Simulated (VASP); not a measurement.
# SiNi3 (Pm-3m) in VASP: settings compared

SiNi3 is run at these levels: LDA, PBE, RPBE, r2SCAN; tasks: single point.

All numbers are computed with VASP 6.6.1; they aren't measurements. Logs are shortened: lines on timing, memory, paths and dates and some standing lists are left out, and cuts for length are marked.

### 1 The cell of the first run

It takes space group Pm-3m (No. 221, cubic). The conventional cell has a = 3.429 Å, b = 3.429 Å, c = 3.429 Å, α = 90.00°, β = 90.00°, γ = 90.00°. Si (site symmetry m-3m) has 12 Ni at 2.42 Å within 3.2 Å. Within 3.2 Å of Ni (site symmetry 4/mmm) lie 4 Si at 2.42 Å and 8 Ni at 2.42 Å.

### 2 Single point, LDA, collinear spin, ferromagnetic start

INCAR

```
PREC = Accurate ; ENCUT = 520
EDIFF = 1E-7 ; ISMEAR = 0
SIGMA = 0.2 ; LREAL = F
LASPH = T ; NELM = 150
ALGO = Normal ; ISIF = 2
LWAVE = F ; LCHARG = F
ISPIN = 2 ; MAGMOM = 0 1 1 1
LORBIT = 11 ; LMAXMIX = 4
GGA = CA ; NBANDS = 29
```

KPOINTS

```
regular mesh
0
Gamma
  6 6 6
```

POSCAR

```
SiNi3
1.0
    3.4285299738      0.0000000000      0.0000000000
    0.0000000000      3.4285299738      0.0000000000
    0.0000000000      0.0000000000      3.4285299738
Si Ni
1 3
Direct
    0.0000000000      0.0000000000      0.0000000000
    0.0000000000      0.5000000000      0.5000000000
    0.5000000000      0.0000000000      0.5000000000
    0.5000000000      0.5000000000      0.0000000000
```

Potentials or basis: VASP PAW LDA potentials, release 64 (Si, Ni).

Started as:

```
> cat potpaw_LDA.64/Si/POTCAR potpaw_LDA.64/Ni/POTCAR > POTCAR
> mpirun -np 1 vasp_std > vasp.out
```

OUTCAR:

```text
PREC = Accurate
   ENCUT = 520
   EDIFF = 1E-7
   ISMEAR = 0
   LREAL = F
   LASPH = T
   NELM = 150
   ISIF = 2
   ISPIN = 2
   LORBIT = 11
   GGA = CA

 ion  position               nearest neighbor table
   1  0.000  0.000  0.000-   2 2.42   3 2.42   4 2.42   2 2.42   3 2.42   2 2.42   4 2.42   2 2.42
                             3 2.42   4 2.42   3 2.42   4 2.42
   2  0.000  0.500  0.500-   1 2.42   3 2.42   4 2.42   1 2.42   4 2.42   1 2.42   3 2.42   1 2.42
                             3 2.42   4 2.42   4 2.42   3 2.42
   3  0.500  0.000  0.500-   1 2.42   2 2.42   4 2.42   1 2.42   4 2.42   2 2.42   4 2.42   4 2.42
                             1 2.42   2 2.42   1 2.42   2 2.42
   4  0.500  0.500  0.000-   1 2.42   2 2.42   3 2.42   2 2.42   3 2.42   1 2.42   3 2.42   3 2.42
                             1 2.42   2 2.42   2 2.42   1 2.42

  LATTYP: Found a simple cubic cell.
 ALAT       =     3.4285299738

  Lattice vectors:

 A1 = (   3.4285299738,   0.0000000000,   0.0000000000)
 A2 = (   0.0000000000,   3.4285299738,   0.0000000000)
 A3 = (   0.0000000000,   0.0000000000,   3.4285299738)

Analysis of symmetry for initial positions (statically):
=====================================================================
 Subroutine PRICEL returns:
 Original cell was already a primitive cell.

 Routine SETGRP: Setting up the symmetry group for a
 simple cubic supercell.

 Subroutine GETGRP returns: Found 48 space group operations
 (whereof 48 operations were pure point group operations)
 out of a pool of 48 trial point group operations.

The static configuration has the point symmetry O_h .

Analysis of symmetry for dynamics (positions and initial velocities):
=====================================================================
 Subroutine PRICEL returns:
 Original cell was already a primitive cell.

 Routine SETGRP: Setting up the symmetry group for a
 simple cubic supercell.

 Subroutine GETGRP returns: Found 48 space group operations
 (whereof 48 operations were pure point group operations)
 out of a pool of 48 trial point group operations.

The dynamic configuration has the point symmetry O_h .

Analysis of structural, dynamic, and magnetic symmetry:
=====================================================================
 Subroutine PRICEL returns:
 Original cell was already a primitive cell.

 Routine SETGRP: Setting up the symmetry group for a
 simple cubic supercell.

 Subroutine GETGRP returns: Found 48 space group operations
 (whereof 48 operations were pure point group operations)
 out of a pool of 48 trial point group operations.

The overall configuration has the point symmetry O_h .

 Subroutine INISYM returns: Found 48 space group operations
 (whereof 48 operations are pure point group operations),
 and found     1 'primitive' translations

----------------------------------------------------------------------------------------

                                     Primitive cell

  volume of cell :      40.3017

  direct lattice vectors                    reciprocal lattice vectors
     3.428529974  0.000000000  0.000000000     0.291670193  0.000000000  0.000000000
     0.000000000  3.428529974  0.000000000     0.000000000  0.291670193  0.000000000
     0.000000000  0.000000000  3.428529974     0.000000000  0.000000000  0.291670193

  length of vectors
     3.428529974  3.428529974  3.428529974     0.291670193  0.291670193  0.291670193

  position of ions in fractional coordinates (direct lattice)
     0.000000000  0.000000000  0.000000000
     0.000000000  0.500000000  0.500000000
     0.500000000  0.000000000  0.500000000
     0.500000000  0.500000000  0.000000000

  ion indices of the primitive-cell ions
   primitive index   ion index
                 1           1
                 2           2
                 3           3
                 4           4

----------------------------------------------------------------------------------------

 KPOINTS: regular mesh

Automatic generation of k-mesh.
 Grid dimensions read from file:
 generate k-points for:    6    6    6

 Generating k-lattice:

  Cartesian coordinates                     Fractional coordinates (reciprocal lattice)
     0.048611699  0.000000000  0.000000000     0.166666667  0.000000000  0.000000000
     0.000000000  0.048611699  0.000000000     0.000000000  0.166666667  0.000000000
     0.000000000  0.000000000  0.048611699     0.000000000  0.000000000  0.166666667

  Length of vectors
     0.048611699  0.048611699  0.048611699

  Shift w.r.t. Gamma in fractional coordinates (k-lattice)
     0.000000000  0.000000000  0.000000000

 Subroutine IBZKPT returns following result:
 ===========================================

 Found     20 irreducible k-points:

 Following reciprocal coordinates:
            Coordinates               Weight
  0.000000  0.000000  0.000000      1.000000
  0.166667  0.000000  0.000000      6.000000
  0.333333  0.000000  0.000000      6.000000
[... 31 lines left out ...]
   ISYM   =      2    0-nonsym 1-usesym 2-fastsym
   POTIM  = 0.5000    time-step for ionic-motion
   TEBEG  =    0.0;   TEEND  =   0.0 temperature during run
   PSTRESS=    0.0 pullay stress
   NELECT =      34.0000    total number of electrons
   NUPDOWN=      -1.0000    fix difference up-down
   EMIN   =  10.00;   EMAX   =-10.00  energy-range for DOS
   EFERMI =   0.00;   METHOD = LEGACY
   ISMEAR =     0;   SIGMA  =   0.20  broadening in eV -4-tet -1-fermi 0-gaus
   EFERMI_NEDOS =   21; number of points for ismear=-14 and -15
   IALGO  =     38    algorithm
   IMIX   =      4    mixing-type and parameters
     AMIX     =   0.40;   BMIX     =  1.00
     AMIX_MAG =   1.60;   BMIX_MAG =  1.00
  volume/ion in A,a.u.               =      10.08        67.99
  Fermi-wavevector in a.u.,A,eV,Ry     =   1.546891  2.923201 32.557018  2.392873
  Thomas-Fermi vector in A             =   2.652063
   LORBIT       =     11    0 simple, 1 ext, 2 COOP (PROOUT), +10 PAW based schemes
   GGA     = CA    functional components
   LHFCALC =     F    Hartree Fock is set to
   AEXX    =    0.0000 exact exchange contribution
   IVDW    =     0    specifies the selected vdW correction
   LEPSILON=     F    determine dielectric tensor
   LRPA    =     F    only Hartree local field effects (RPA)
 spin polarized calculation
 Gauss-broadening in eV      SIGMA  =   0.20
  energy-cutoff  :      520.00
  volume of cell :       40.30
 maximum number of plane-waves:      1108
 NGX is ok and might be reduce to    28
   NGX = 13   NGY = 13   NGZ = 13

 number of electron      33.9999984 magnetization      -0.0001224

 number of electron      33.9999984 magnetization       0.0000938

 Free energy of the ion-electron system (eV)
  ---------------------------------------------------
  ext. energy  EPLUGINS =         0.00000000
  ---------------------------------------------------
  free energy    TOTEN  =       -27.93724316 eV

  energy without entropy =      -27.90716362  energy(sigma->0) =      -27.92220339

 E-fermi :  11.5156     XC(G=0): -13.7464

 val. band max:       11.5063084373   @ k =   0.5000   0.0000   0.0000
 cond. band min:      11.7337799226   @ k =   0.5000   0.3333   0.3333
 fundamental gap:      0.2274714853
 Fermi energy:        11.5156463677

 spin component 1

 k-point     1 :       0.0000    0.0000    0.0000
  band No.  band energies     occupation
      1      -0.9240      1.00000
      2       6.1644      1.00000
      3       7.0054      1.00000
      4       7.0054      1.00000
      5       7.5439      1.00000
      6       7.5439      1.00000
[... 607 lines left out ...]
      6       7.5655      1.00000
[... 21 lines left out ...]
     28      29.3193      0.00000
     29      33.4318      0.00000
 Fermi energy:        11.5156463677

 spin component 2

 k-point     1 :       0.0000    0.0000    0.0000
  band No.  band energies     occupation
      1      -0.9240      1.00000
      2       6.1644      1.00000
      3       7.0054      1.00000
      4       7.0054      1.00000
      5       7.5439      1.00000
      6       7.5439      1.00000
[... 629 lines left out ...]
     28      29.3193      0.00000
     29      33.4319      0.00000

------------------------ aborting loop because EDIFF is reached ----------------------------------------

  FORCE on cell =-STRESS in cart. coord.  units (eV):
  Direction    XX          YY          ZZ          XY          YZ          ZX
  --------------------------------------------------------------------------------------
  -------------------------------------------------------------------------------------
  Total        0.0508571      0.0508571      0.0508571      0.0000000     -0.0000000      0.0000000
  in kB        2.0218010      2.0218010      2.0218010      0.0000000     -0.0000000      0.0000000
  external PRESSURE =       2.0218010 kB  Pullay stress =       0.0000000 kB

 VOLUME and BASIS-vectors are now :
 -----------------------------------------------------------------------------
  energy-cutoff  :      520.00
  volume of cell :       40.30
      direct lattice vectors                 reciprocal lattice vectors
     3.428529974  0.000000000  0.000000000     0.291670193  0.000000000  0.000000000
     0.000000000  3.428529974  0.000000000     0.000000000  0.291670193  0.000000000
     0.000000000  0.000000000  3.428529974     0.000000000  0.000000000  0.291670193

 POSITION                                       TOTAL-FORCE (eV/Angst)
 -----------------------------------------------------------------------------------
      0.00000      0.00000      0.00000         0.000000      0.000000      0.000000
      0.00000      1.71426      1.71426         0.000000      0.000000      0.000000
      1.71426      0.00000      1.71426         0.000000      0.000000      0.000000
      1.71426      1.71426      0.00000         0.000000      0.000000      0.000000
 -----------------------------------------------------------------------------------
    total drift:                                0.000000      0.000000      0.000000

  FREE ENERGIE OF THE ION-ELECTRON SYSTEM (eV)
  ---------------------------------------------------
  free  energy   TOTEN  =       -27.9372431558 eV

  energy  without entropy=      -27.9071636213  energy(sigma->0) =      -27.92220339

 total charge

# of ion       s       p       d       tot
------------------------------------------
    1        0.736   0.862   0.000   1.598
    2        0.520   0.642   8.467   9.629
    3        0.520   0.642   8.467   9.629
    4        0.520   0.642   8.467   9.629
--------------------------------------------------
tot          2.296   2.789  25.402  30.487

 magnetization (x)

# of ion       s       p       d       tot
------------------------------------------
    1       -0.000  -0.000   0.000  -0.000
    2       -0.000  -0.000   0.000   0.000
    3       -0.000  -0.000   0.000   0.000
    4       -0.000  -0.000   0.000   0.000
--------------------------------------------------
tot         -0.000  -0.000   0.000   0.000
```

Wall time 25 s (1 thread of Intel Xeon 6975P-C (Granite Rapids), shared host); peak memory 0.16 GiB.

What came out:

```yaml
Free_energy: -27.9372 eV
Pressure: 0.2 GPa
Band_gap_on_the_k_mesh: zero (filled and empty bands overlap)
Net_moment: 0.00 μB per cell
Valence_electrons_inside_the_program's_atomic_spheres: Si 1.60; Ni 9.63
```

### 3 Single point, PBE, collinear spin, ferromagnetic start

This run uses another cell than the first one, of 10.78 Å³/atom, 1.070 times its volume.

INCAR

```
SYSTEM = SiNi3
  PREC = Accurate
  ENCUT = 520
  EDIFF = 1E-7
  ISMEAR = 0
  SIGMA = 0.2
  LREAL = .False.
  LASPH = .True.
  NELM = 150
  ALGO = Normal
  ISIF = 2
  LWAVE = .False.
  LCHARG = .False.
  ISPIN = 2
  MAGMOM = 0 1 1 1
  LORBIT = 11
  LMAXMIX = 4
  GGA = PE
  NBANDS = 29
```

KPOINTS

```
Automatic mesh
0
Gamma
  6 6 6
  0 0 0
```

POSCAR

```
SiNi3
1.0
    3.5067565746      0.0000000000      0.0000000000
    0.0000000000      3.5067565746      0.0000000000
    0.0000000000      0.0000000000      3.5067565746
Si Ni
1 3
Direct
    0.0000000000      0.0000000000      0.0000000000
    0.0000000000      0.5000000000      0.5000000000
    0.5000000000      0.0000000000      0.5000000000
    0.5000000000      0.5000000000      0.0000000000
```

Potentials or basis: VASP PAW PBE potentials, release 64 (Si, Ni).

Started as:

```
> cat potpaw_PBE.64/Si/POTCAR potpaw_PBE.64/Ni/POTCAR > POTCAR
> mpirun -np 1 vasp_std > vasp.out
```

Wall time 30 s (1 thread of Intel Xeon 6975P-C (Granite Rapids), shared host); peak memory 0.19 GiB.

It converged, with:

```
Free energy                                           : -23.6969 eV
Pressure                                              : 0.0 GPa
Band gap on the k mesh                                : zero (filled and empty bands overlap)
Net moment                                            : 0.00 μB per cell
Valence electrons inside the program's atomic spheres : Si 1.55; Ni 9.46
```

Levels at points of the mesh, in eV from the Fermi level:
Spin up:
| k point | band 14 | band 15 | band 16 | band 17 | band 18 | band 19 | band 20 | band 21 |
| --- | --- | --- | --- | --- | --- | --- | --- | --- |
| (0.00, 0.00, 0.00) | -0.67 | -0.67 | -0.34 | -0.02 | -0.02 | -0.02 | 4.77 | 6.28 |
| (0.50, 0.00, 0.00) | -1.34 | -1.19 | -0.60 | -0.01 | 3.55 | 3.55 | 5.15 | 5.22 |
| (0.50, 0.50, 0.00) | -1.47 | -1.15 | -1.06 | -0.99 | 0.60 | 0.60 | 5.54 | 6.29 |
| (0.50, 0.50, 0.50) | -1.28 | -1.28 | -0.44 | -0.25 | -0.25 | -0.25 | 1.16 | 3.97 |
Spin down:
```csv
k point,band 13,band 14,band 15,band 16,band 17,band 18,band 19,band 20,band 21,band 22
"(0.00, 0.00, 0.00)",-0.93,-0.67,-0.67,-0.34,-0.02,-0.02,-0.02,4.77,6.28,6.28
"(0.50, 0.00, 0.00)",-1.35,-1.34,-1.19,-0.60,-0.01,3.55,3.55,5.15,5.22,5.22
"(0.50, 0.50, 0.00)",-1.48,-1.47,-1.15,-1.06,-0.99,0.60,0.60,5.54,6.29,7.63
"(0.50, 0.50, 0.50)",-1.49,-1.28,-1.28,-0.44,-0.25,-0.25,-0.25,1.16,3.97,3.97
```

### 4 Single point, RPBE, collinear spin, ferromagnetic start

This run uses another cell than the first one, of 11.03 Å³/atom, 1.095 times its volume.

INCAR

```
SYSTEM = SiNi3
PREC = Accurate
ENCUT = 520
EDIFF = 1E-6
ISMEAR = 0
SIGMA = 0.2
LREAL = .FALSE.
LASPH = .TRUE.
NELM = 150
ALGO = Normal
ISIF = 2
LWAVE = .FALSE.
LCHARG = .TRUE.
ISPIN = 2
MAGMOM = 0 1 1 1
LORBIT = 11
LMAXMIX = 4
GGA = RP
LELF = .TRUE.
LVHAR = .TRUE.
NBANDS = 29
```

KPOINTS

```
Automatic mesh
0
G
  6 6 6
  0 0 0
```

POSCAR

```
SiNi3
1.0
    3.5340349958      0.0000000000      0.0000000000
    0.0000000000      3.5340349958      0.0000000000
    0.0000000000      0.0000000000      3.5340349958
Si Ni
1 3
Direct
    0.0000000000      0.0000000000      0.0000000000
    0.0000000000      0.5000000000      0.5000000000
    0.5000000000      0.0000000000      0.5000000000
    0.5000000000      0.5000000000      0.0000000000
```

Started as:

```
> cat potpaw_PBE.64/Si/POTCAR potpaw_PBE.64/Ni/POTCAR > POTCAR
> mpirun -np 1 vasp_std > vasp.out
```

Wall time 29 s (1 thread of Intel Xeon 6975P-C (Granite Rapids), shared host); peak memory 0.18 GiB.

Results (log left out):

| Quantity | Value |
| --- | --- |
| Free energy | -21.7667 eV |
| Pressure | 0.0 GPa |
| Band gap on the k mesh | zero (filled and empty bands overlap) |
| Net moment | 0.00 μB per cell |
| Valence electrons inside the program's atomic spheres | Si 1.54; Ni 9.41 |

Levels at points of the mesh, in eV from the Fermi level:
Spin up:
| k point | band 14 | band 15 | band 16 | band 17 | band 18 | band 19 | band 20 | band 21 |
| --- | --- | --- | --- | --- | --- | --- | --- | --- |
| (0.00, 0.00, 0.00) | -0.65 | -0.65 | -0.34 | -0.02 | -0.02 | -0.02 | 4.61 | 6.15 |
| (0.50, 0.00, 0.00) | -1.29 | -1.15 | -0.59 | -0.02 | 3.47 | 3.47 | 5.04 | 5.16 |
| (0.50, 0.50, 0.00) | -1.42 | -1.12 | -1.02 | -0.96 | 0.58 | 0.58 | 5.40 | 6.18 |
| (0.50, 0.50, 0.50) | -1.24 | -1.24 | -0.39 | -0.25 | -0.25 | -0.25 | 1.08 | 3.88 |
Spin down:
| k point | band 14 | band 15 | band 16 | band 17 | band 18 | band 19 | band 20 | band 21 |
| --- | --- | --- | --- | --- | --- | --- | --- | --- |
| (0.00, 0.00, 0.00) | -0.65 | -0.65 | -0.34 | -0.02 | -0.02 | -0.02 | 4.61 | 6.15 |
| (0.50, 0.00, 0.00) | -1.29 | -1.15 | -0.59 | -0.02 | 3.47 | 3.47 | 5.04 | 5.16 |
| (0.50, 0.50, 0.00) | -1.42 | -1.11 | -1.02 | -0.95 | 0.58 | 0.58 | 5.40 | 6.18 |
| (0.50, 0.50, 0.50) | -1.24 | -1.24 | -0.39 | -0.25 | -0.25 | -0.25 | 1.08 | 3.88 |

Caveat: the PAW data sets were made with another functional, which shifts forces and pressure a little.

### 5 Single point, r2SCAN, collinear spin, ferromagnetic start

This run uses another cell than the first one, of 10.40 Å³/atom, 1.032 times its volume.

POSCAR

```
SiNi3
1.0
    3.4649909366      0.0000000000      0.0000000000
    0.0000000000      3.4649909366      0.0000000000
    0.0000000000      0.0000000000      3.4649909366
Si Ni
1 3
Direct
    0.0000000000      0.0000000000      0.0000000000
    0.0000000000      0.5000000000      0.5000000000
    0.5000000000      0.0000000000      0.5000000000
    0.5000000000      0.5000000000      0.0000000000
```

INCAR.step1

```
PREC = Accurate
ENCUT = 520
ISMEAR = 0
SIGMA = 0.2
LREAL = False
LASPH = True
NELM = 150
ISPIN = 2
MAGMOM = 0 1 1 1
LMAXMIX = 4
NBANDS = 29
GGA = PE
ALGO = Normal
EDIFF = 1E-4
LWAVE = True
LCHARG = False
```

INCAR.step2

```
PREC = Accurate
ENCUT = 520
EDIFF = 1E-6
ISMEAR = 0
SIGMA = 0.2
LREAL = False
LASPH = True
NELM = 150
ALGO = Normal
ISIF = 2
LWAVE = False
LCHARG = False
ISPIN = 2
MAGMOM = 0 1 1 1
LORBIT = 11
LMAXMIX = 4
METAGGA = R2SCAN
LMIXTAU = True
NBANDS = 29
ISTART = 1
```

KPOINTS

```
regular mesh
0
Gamma
  6 6 6
```

Started as:

```
> cat potpaw_PBE.64/Si/POTCAR potpaw_PBE.64/Ni/POTCAR > POTCAR
> cp INCAR.step1 INCAR
> mpirun -np 1 vasp_std > vasp.out
> cp INCAR.step2 INCAR
> mpirun -np 1 vasp_std > vasp.out
```

It took 100 s on 1 thread of Intel Xeon 6975P-C (Granite Rapids), shared host; peak memory 0.2 GiB.

Results (log left out):

```yaml
Free_energy: -46.3880 eV
Pressure: 0.4 GPa
Band_gap_on_the_k_mesh: zero (filled and empty bands overlap)
Net_moment: 0.00 μB per cell
Valence_electrons_inside_the_program's_atomic_spheres: Si 1.57; Ni 9.58
```

Levels at points of the mesh, in eV from the Fermi level:
Spin up:
```tsv
k point	band 13	band 14	band 15	band 16	band 17	band 18	band 19	band 20	band 21	band 22
(0.00, 0.00, 0.00)	-1.05	-0.80	-0.80	-0.41	0.00	0.00	0.00	5.57	6.68	6.68
(0.50, 0.00, 0.00)	-1.45	-1.45	-1.32	-0.73	0.00	3.87	3.87	5.53	5.53	6.01
(0.50, 0.50, 0.00)	-1.66	-1.65	-1.26	-1.15	-1.05	0.64	0.64	6.05	6.95	8.09
(0.50, 0.50, 0.50)	-1.69	-1.41	-1.41	-0.56	-0.27	-0.27	-0.27	1.48	4.33	4.33
```
Spin down:
```
           k point  band 13  band 14  band 15  band 16  band 17  band 18  band 19  band 20  band 21  band 22
(0.00, 0.00, 0.00)    -1.05    -0.80    -0.80    -0.41     0.00     0.00     0.00     5.57     6.68     6.68
(0.50, 0.00, 0.00)    -1.45    -1.45    -1.32    -0.73     0.00     3.87     3.87     5.53     5.53     6.01
(0.50, 0.50, 0.00)    -1.66    -1.65    -1.26    -1.15    -1.05     0.64     0.64     6.05     6.95     8.09
(0.50, 0.50, 0.50)    -1.69    -1.41    -1.41    -0.56    -0.27    -0.27    -0.27     1.48     4.33     4.33
```

Caveat: the PAW data sets were made with another functional, which shifts forces and pressure a little.

### 6 Overview

```tsv
level	potentials or basis	cell	gap on the mesh (eV)	pressure (GPa)	moment (μB)
LDA	VASP PAW LDA potentials, release 64 (Si, Ni)	a = 3.429 Å, 4 atoms	none	0.2	0.00
PBE	VASP PAW PBE potentials, release 64 (Si, Ni)	a = 3.507 Å, 4 atoms	none	0.0	0.00
RPBE	VASP PAW PBE potentials, release 64 (Si, Ni)	a = 3.534 Å, 4 atoms	none	0.0	0.00
r2SCAN	VASP PAW PBE potentials, release 64 (Si, Ni)	a = 3.465 Å, 4 atoms	none	0.4	0.00
```

Alike in all rows: task single point; spin collinear, ferromagnetic start; k mesh 6 × 6 × 6; cutoff (eV) 520; smearing gaussian 0.2 eV.

Caveats: the PAW data sets were made with another functional, which shifts forces and pressure a little (some runs).

Absolute energies hang on the potentials; compare differences alone.
